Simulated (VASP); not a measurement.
# Al (P6_3/mmc) in VASP: a series of runs, part 2 of 2

VASP 6.6.1. The steps go on from the part before.

## 3. Single point, PBEsol

This run uses another cell than the first one, of the same volume but with other edges.

INCAR reads:

```
PREC = Accurate
ENCUT = 520
EDIFF = 1E-6
ISMEAR = 0
SIGMA = 0.15
LREAL = F
LASPH = T
NELM = 60
ALGO = Normal
ISIF = 2
LWAVE = F
LCHARG = T
GGA = PS
LELF = T
LVHAR = T
NBANDS = 10
```

KPOINTS reads:

```
Automatic mesh
0
Gamma
  18 18 10
```

POSCAR reads:

```
Al
1.0
    2.7300000000      0.0000000000      0.0000000000
   -1.3650000000      2.3642493523      0.0000000000
    0.0000000000      0.0000000000      4.8609000000
Al
2
Direct
    0.6666666667      0.3333333333      0.7500000000
    0.3333333333      0.6666666667      0.2500000000
```

Potentials or basis: VASP PAW PBE potentials, release 64 (Al).

On the command line:

```bash
cat potpaw_PBE.64/Al/POTCAR > POTCAR
mpirun -np 1 vasp_std > vasp.out
```

OUTCAR:

```text
PREC = Accurate
   ENCUT = 520
   EDIFF = 1E-6
   ISMEAR = 0
   LREAL = F
   LASPH = T
   NELM = 60
   ISIF = 2
   GGA = PS

 ion  position               nearest neighbor table
   1  0.667  0.333  0.750-   2 2.90   2 2.90   2 2.90   2 2.90   2 2.90   2 2.90
   2  0.333  0.667  0.250-   1 2.90   1 2.90   1 2.90   1 2.90   1 2.90   1 2.90

  LATTYP: Found a hexagonal cell.
 ALAT       =     2.7300000000
 C/A-ratio  =     1.7805494505

  Lattice vectors:

 A1 = (   2.7300000000,   0.0000000000,   0.0000000000)
 A2 = (  -1.3650000000,   2.3642493523,   0.0000000000)
 A3 = (   0.0000000000,   0.0000000000,   4.8609000000)

Analysis of symmetry for initial positions (statically):
=====================================================================
 Subroutine PRICEL returns:
 Original cell was already a primitive cell.

 Routine SETGRP: Setting up the symmetry group for a
 hexagonal supercell.

 Subroutine GETGRP returns: Found 24 space group operations
 (whereof 12 operations were pure point group operations)
 out of a pool of 24 trial point group operations.

The static configuration has the point symmetry D_3d.
 The point group associated with its full space group is D_6h.

Analysis of symmetry for dynamics (positions and initial velocities):
=====================================================================
 Subroutine PRICEL returns:
 Original cell was already a primitive cell.

 Routine SETGRP: Setting up the symmetry group for a
 hexagonal supercell.

 Subroutine GETGRP returns: Found 24 space group operations
 (whereof 12 operations were pure point group operations)
 out of a pool of 24 trial point group operations.

The dynamic configuration has the point symmetry D_3d.
 The point group associated with its full space group is D_6h.

 Subroutine INISYM returns: Found 24 space group operations
 (whereof 12 operations are pure point group operations),
 and found     1 'primitive' translations

----------------------------------------------------------------------------------------

                                     Primitive cell

  volume of cell :      31.3742

  direct lattice vectors                    reciprocal lattice vectors
     2.730000000  0.000000000  0.000000000     0.366300366  0.211483615  0.000000000
    -1.365000000  2.364249352  0.000000000     0.000000000  0.422967230  0.000000000
     0.000000000  0.000000000  4.860900000     0.000000000  0.000000000  0.205723220

  length of vectors
     2.730000000  2.730000000  4.860900000     0.422967230  0.422967230  0.205723220

  position of ions in fractional coordinates (direct lattice)
     0.666666667  0.333333333  0.750000000
     0.333333333  0.666666667  0.250000000

  ion indices of the primitive-cell ions
   primitive index   ion index
                 1           1
                 2           2

----------------------------------------------------------------------------------------

 KPOINTS: Automatic mesh

Automatic generation of k-mesh.
 Grid dimensions read from file:
 generate k-points for:   18   18   10
[... 22 lines left out ...]
  0.055556 -0.000000  0.000000      6.000000
  0.111111 -0.000000  0.000000      6.000000
  0.166667 -0.000000  0.000000      6.000000
  0.222222 -0.000000  0.000000      6.000000
  0.277778 -0.000000  0.000000      6.000000
[... 16 lines left out ...]
  0.333333  0.111111  0.000000     12.000000
  0.388889  0.111111  0.000000     12.000000
 [... further k-points ...]
   k-points           NKPTS =    222   k-points in BZ     NKDIM =    222   number of bands    NBANDS=     10
   number of dos      NEDOS =    301   number of ions     NIONS =      2
   total plane-waves  NPLWV =  14400
   dimension x,y,z NGX =    20 NGY =   20 NGZ =   36
   dimension x,y,z NGXF=    40 NGYF=   40 NGZF=   72
   ions per type =               2
   NGX,Y,Z   is equivalent  to a cutoff of  12.18, 12.18, 12.31 a.u.
   NGXF,Y,Z  is equivalent  to a cutoff of  24.36, 24.36, 24.62 a.u.
 SYSTEM =  unknown system
   PREC   = accura    normal or accurate (medium, high low for compatibility)
   ISTART =      0    job   : 0-new  1-cont  2-samecut
   ICHARG =      2    charge: 1-file 2-atom 10-const
   ISPIN  =      1    spin polarized calculation?
   LNONCOLLINEAR =      F non collinear calculations
   LSORBIT =      F    spin-orbit coupling
   LASPH  =      T    aspherical Exc in radial PAW
   ENCUT  =  520.0 eV  38.22 Ry    6.18 a.u.   5.08  5.08  9.04*2*pi/ulx,y,z
   NELM   =     60;   NELMIN=  2; NELMDL= -5     # of ELM steps
   EDIFF  = 0.1E-05   stopping-criterion for ELM
   LREAL  =      F    real-space projection
   EDIFFG = 0.1E-04   stopping-criterion for IOM
   NSW    =      0    number of steps for IOM
   IBRION =     -1    ionic relax: 0-MD 1-quasi-New 2-CG
   NFREE  =      0    steps in history (QN), initial steepest desc. (CG)
   ISIF   =      2    stress and relaxation
   ISYM   =      2    0-nonsym 1-usesym 2-fastsym
   POTIM  = 0.5000    time-step for ionic-motion
   TEBEG  =    0.0;   TEEND  =   0.0 temperature during run
   PSTRESS=    0.0 pullay stress
   NELECT =       6.0000    total number of electrons
   NUPDOWN=      -1.0000    fix difference up-down
   EMIN   =  10.00;   EMAX   =-10.00  energy-range for DOS
   EFERMI =   0.00;   METHOD = LEGACY
   ISMEAR =     0;   SIGMA  =   0.15  broadening in eV -4-tet -1-fermi 0-gaus
   EFERMI_NEDOS =   21; number of points for ismear=-14 and -15
   IALGO  =     38    algorithm
   IMIX   =      4    mixing-type and parameters
     AMIX     =   0.40;   BMIX     =  1.00
     AMIX_MAG =   1.60;   BMIX_MAG =  1.00
  volume/ion in A,a.u.               =      15.69       105.86
  Fermi-wavevector in a.u.,A,eV,Ry     =   0.943194  1.782378 12.103947  0.889615
  Thomas-Fermi vector in A             =   2.070878
   LORBIT       =      0    0 simple, 1 ext, 2 COOP (PROOUT), +10 PAW based schemes
   GGA     = PS    functional components
   LHFCALC =     F    Hartree Fock is set to
   AEXX    =    0.0000 exact exchange contribution
   IVDW    =     0    specifies the selected vdW correction
   LEPSILON=     F    determine dielectric tensor
   LRPA    =     F    only Hartree local field effects (RPA)
 non-spin polarized calculation
 Gauss-broadening in eV      SIGMA  =   0.15
  energy-cutoff  :      520.00
  volume of cell :       31.37
 maximum number of plane-waves:       860
   NGX = 11   NGY = 11   NGZ = 19

 number of electron       6.0000000 magnetization

 Free energy of the ion-electron system (eV)
  ---------------------------------------------------
  ext. energy  EPLUGINS =         0.00000000
  ---------------------------------------------------
  free energy    TOTEN  =        -8.07948537 eV

  energy without entropy =       -8.07122213  energy(sigma->0) =       -8.07535375

 E-fermi :   8.4544     XC(G=0): -10.4396

 val. band max:        8.4369708748   @ k =   0.2778   0.1667   0.3000
 cond. band min:       8.4686754873   @ k =   0.3333   0.2222   0.3000
 fundamental gap:      0.0317046125
 Fermi energy:         8.4544116078

 k-point     1 :       0.0000    0.0000    0.0000
  band No.  band energies     occupation
      1      -3.0058      2.00000
      2       2.9792      2.00000
      3       3.2563      2.00000
      4      19.3329      0.00000
      5      20.5814      0.00000
      6      20.8541      0.00000
      7      20.8541      0.00000
      8      20.9253      0.00000
      9      20.9253      0.00000
     10      24.2301      0.00000
[... 287 lines left out ...]
 k-point    24 :       0.3889    0.1111    0.0000
  band No.  band energies     occupation
      1       2.3464      2.00000
      2       5.0701      2.00000
      3       8.2889      1.88136
      4       8.3364      1.73411
      5      10.6856      0.00000
      6      11.1814      0.00000
      7      12.8603      0.00000
      8      17.8061      0.00000
      9      18.0921      0.00000
     10      20.3226      0.00000

 [... further k-points ...]

------------------------ aborting loop because EDIFF is reached ----------------------------------------

  FORCE on cell =-STRESS in cart. coord.  units (eV):
  Direction    XX          YY          ZZ          XY          YZ          ZX
  --------------------------------------------------------------------------------------
  -------------------------------------------------------------------------------------
  Total        1.2640779      1.2640779     -0.0419361      0.0000000     -0.0000000      0.0000000
  in kB       64.5523139     64.5523139     -2.1415404      0.0000000     -0.0000000      0.0000000
  external PRESSURE =      42.3210292 kB  Pullay stress =       0.0000000 kB

 VOLUME and BASIS-vectors are now :
 -----------------------------------------------------------------------------
  energy-cutoff  :      520.00
  volume of cell :       31.37
      direct lattice vectors                 reciprocal lattice vectors
     2.730000000  0.000000000  0.000000000     0.366300366  0.211483615  0.000000000
    -1.365000000  2.364249352  0.000000000     0.000000000  0.422967230  0.000000000
     0.000000000  0.000000000  4.860900000     0.000000000  0.000000000  0.205723220

 POSITION                                       TOTAL-FORCE (eV/Angst)
 -----------------------------------------------------------------------------------
      1.36500      0.78808      3.64567         0.000000     -0.000000      0.000000
     -0.00000      1.57617      1.21522        -0.000000      0.000000      0.000000
 -----------------------------------------------------------------------------------
    total drift:                                0.000000     -0.000000     -0.000000

  FREE ENERGIE OF THE ION-ELECTRON SYSTEM (eV)
  ---------------------------------------------------
  free  energy   TOTEN  =        -8.0794853696 eV

  energy  without entropy=       -8.0712221335  energy(sigma->0) =       -8.07535375
```

Wall time 21 s (1 thread of AMD EPYC 9R45 (Zen 5), shared host); peak memory 0.14 GiB.

Results:

| Quantity | Value |
| --- | --- |
| Free energy | -8.0795 eV |
| Pressure | 4.2 GPa |
| Band gap on the k mesh | zero (band 3 reaches 12.01 eV, above the bottom of band 4 at 5.41 eV) |

Caveat: the PAW data sets were made with another functional, which shifts forces and pressure a little.

## 4. Single point, PBEsol

This run uses another cell than the first one, of 15.70 Å³/atom, 1.003 times its volume.

INCAR reads:

```
SYSTEM = Al
  ALGO = Normal
  EDIFF = 1E-6
  ENCUT = 520
  GGA = PS
  ISIF = 2
  ISMEAR = 0
  LASPH = .TRUE.
  LCHARG = .FALSE.
  LREAL = .FALSE.
  LWAVE = .FALSE.
  NBANDS = 10
  NELM = 100
  PREC = Accurate
  SIGMA = 0.15
```

KPOINTS reads:

```
k-points
0
G
  18 18 10
  0 0 0
```

POSCAR reads:

```
Al
1.0
    2.8896000000      0.0000000000      0.0000000000
   -1.4448000000      2.5024670068      0.0000000000
    0.0000000000      0.0000000000      4.3414000000
Al
2
Direct
    0.6666666667      0.3333333333      0.7500000000
    0.3333333333      0.6666666667      0.2500000000
```

Potentials or basis: VASP PAW PBE potentials, release 64 (Al).

On the command line:

```bash
cat potpaw_PBE.64/Al/POTCAR > POTCAR
mpirun -np 1 vasp_std > vasp.out
```

OUTCAR:

```text
SYSTEM = Al
   EDIFF = 1E-6
   ENCUT = 520
   GGA = PS
   ISIF = 2
   ISMEAR = 0
   LASPH = .TRUE.
   LREAL = .FALSE.
   NELM = 100
   PREC = Accurate

 ion  position               nearest neighbor table
   1  0.667  0.333  0.750-   2 2.74   2 2.74   2 2.74   2 2.74   2 2.74   2 2.74
   2  0.333  0.667  0.250-   1 2.74   1 2.74   1 2.74   1 2.74   1 2.74   1 2.74

  LATTYP: Found a hexagonal cell.
 ALAT       =     2.8896000000
 C/A-ratio  =     1.5024224806

  Lattice vectors:
[... 502 lines left out ...]

------------------------ aborting loop because EDIFF is reached ----------------------------------------

  FORCE on cell =-STRESS in cart. coord.  units (eV):
  Direction    XX          YY          ZZ          XY          YZ          ZX
  --------------------------------------------------------------------------------------
  -------------------------------------------------------------------------------------
  Total        0.2888456      0.2888456      1.8785631     -0.0000000      0.0000000      0.0000000
  in kB       14.7414581     14.7414581     95.8739208     -0.0000000      0.0000000      0.0000000
  external PRESSURE =      41.7856123 kB  Pullay stress =       0.0000000 kB

 VOLUME and BASIS-vectors are now :
 -----------------------------------------------------------------------------
  energy-cutoff  :      520.00
  volume of cell :       31.39
      direct lattice vectors                 reciprocal lattice vectors
     2.889600000  0.000000000  0.000000000     0.346068660  0.199802834  0.000000000
    -1.444800000  2.502467007  0.000000000     0.000000000  0.399605668  0.000000000
     0.000000000  0.000000000  4.341400000     0.000000000  0.000000000  0.230340443

 POSITION                                       TOTAL-FORCE (eV/Angst)
 -----------------------------------------------------------------------------------
      1.44480      0.83416      3.25605         0.000000      0.000000      0.000000
     -0.00000      1.66831      1.08535        -0.000000      0.000000      0.000000
 -----------------------------------------------------------------------------------
    total drift:                                0.000000     -0.000000      0.000000

  FREE ENERGIE OF THE ION-ELECTRON SYSTEM (eV)
  ---------------------------------------------------
  free  energy   TOTEN  =        -8.0620202302 eV

  energy  without entropy=       -8.0520622421  energy(sigma->0) =       -8.05704124
```

Wall time 22 s (1 thread of AMD EPYC 9R45 (Zen 5), shared host); peak memory 0.15 GiB.

What came out:

```
Free energy            : -8.0620 eV
Pressure               : 4.2 GPa
Band gap on the k mesh : zero (band 3 reaches 13.95 eV, above the bottom of band 4 at 5.06 eV)
```

Stress tensor (GPa, compression positive):
```
1.47 0.00 0.00
0.00 1.47 0.00
0.00 0.00 9.59
```

Caveat: the PAW data sets were made with another functional, which shifts forces and pressure a little.

## 5. Single point, PBEsol

This run uses another cell than the first one, of 15.70 Å³/atom, 1.003 times its volume.

INCAR reads:

```
  PREC = Accurate
  ENCUT = 520
  EDIFF = 1E-6
  ISMEAR = 0
  SIGMA = 0.15
  LREAL = F
  LASPH = T
  NELM = 100
  ALGO = Fast
  ISIF = 2
  LWAVE = F
  LCHARG = F
  GGA = PS
  NBANDS = 10
```

KPOINTS reads:

```
regular mesh
0
Gamma
  18 18 10
```

POSCAR reads:

```
Al
1.0
    2.6901000000      0.0000000000      0.0000000000
   -1.3450500000      2.3296949387      0.0000000000
    0.0000000000      0.0000000000      5.0094000000
Al
2
Direct
    0.6666666667      0.3333333333      0.7500000000
    0.3333333333      0.6666666667      0.2500000000
```

Potentials or basis: VASP PAW PBE potentials, release 64 (Al).

On the command line:

```bash
cat potpaw_PBE.64/Al/POTCAR > POTCAR
mpirun -np 1 vasp_std > vasp.out
```

OUTCAR:

```text
PREC = Accurate
   ENCUT = 520
   EDIFF = 1E-6
   ISMEAR = 0
   LREAL = F
   LASPH = T
   NELM = 100
   ISIF = 2
   GGA = PS

 ion  position               nearest neighbor table
   1  0.667  0.333  0.750-   2 2.95   2 2.95   2 2.95   2 2.95   2 2.95   2 2.95
   2  0.333  0.667  0.250-   1 2.95   1 2.95   1 2.95   1 2.95   1 2.95   1 2.95

  LATTYP: Found a hexagonal cell.
 ALAT       =     2.6901000000
 C/A-ratio  =     1.8621612579

  Lattice vectors:

[... 500 lines left out ...]

 [... further k-points ...]

------------------------ aborting loop because EDIFF is reached ----------------------------------------

  FORCE on cell =-STRESS in cart. coord.  units (eV):
  Direction    XX          YY          ZZ          XY          YZ          ZX
  --------------------------------------------------------------------------------------
  -------------------------------------------------------------------------------------
  Total        1.8146894      1.8146894     -0.4614251      0.0000000      0.0000000      0.0000000
  in kB       92.6103831     92.6103831    -23.5482502      0.0000000      0.0000000      0.0000000
  external PRESSURE =      53.8908387 kB  Pullay stress =       0.0000000 kB

 VOLUME and BASIS-vectors are now :
 -----------------------------------------------------------------------------
  energy-cutoff  :      520.00
  volume of cell :       31.39
      direct lattice vectors                 reciprocal lattice vectors
     2.690100000  0.000000000  0.000000000     0.371733393  0.214620374  0.000000000
    -1.345050000  2.329694939  0.000000000     0.000000000  0.429240749  0.000000000
     0.000000000  0.000000000  5.009400000     0.000000000  0.000000000  0.199624706

 POSITION                                       TOTAL-FORCE (eV/Angst)
 -----------------------------------------------------------------------------------
      1.34505      0.77656      3.75705         0.000000     -0.000000      0.000000
     -0.00000      1.55313      1.25235        -0.000000      0.000000      0.000000
 -----------------------------------------------------------------------------------
    total drift:                                0.000000     -0.000000     -0.000000

  FREE ENERGIE OF THE ION-ELECTRON SYSTEM (eV)
  ---------------------------------------------------
  free  energy   TOTEN  =        -8.0259791989 eV

  energy  without entropy=       -8.0184456528  energy(sigma->0) =       -8.02221243
```

Wall time 28 s (1 thread of AMD EPYC 9R45 (Zen 5), shared host); peak memory 0.15 GiB.

What came out:

```yaml
Free_energy: -8.0260 eV
Pressure: 5.4 GPa
Band_gap_on_the_k_mesh: zero (band 3 reaches 11.49 eV, above the bottom of band 4 at 5.53 eV)
```

Caveat: the PAW data sets were made with another functional, which shifts forces and pressure a little.

## 6. Overview

| cell | gap on the mesh (eV) | pressure (GPa) |
| --- | --- | --- |
| a = 2.770, b = 2.770, c = 4.713 Å, angles 90.0, 90.0, 120.0°, 2 atoms | none | 3.8 |
| a = 2.730, b = 2.730, c = 4.861 Å, angles 90.0, 90.0, 120.0°, 2 atoms | none | 4.2 |
| a = 2.890, b = 2.890, c = 4.341 Å, angles 90.0, 90.0, 120.0°, 2 atoms | none | 4.2 |
| a = 2.690, b = 2.690, c = 5.009 Å, angles 90.0, 90.0, 120.0°, 2 atoms | none | 5.4 |

Alike in all rows: task single point; level PBEsol; potentials or basis VASP PAW PBE potentials, release 64 (Al); no spin polarisation; k mesh 18 × 18 × 10; cutoff (eV) 520; smearing gaussian 0.15 eV.

Caveats: the PAW data sets were made with another functional, which shifts forces and pressure a little.

Total energies depend on the potentials used, so only differences within one code and one set of settings carry meaning.
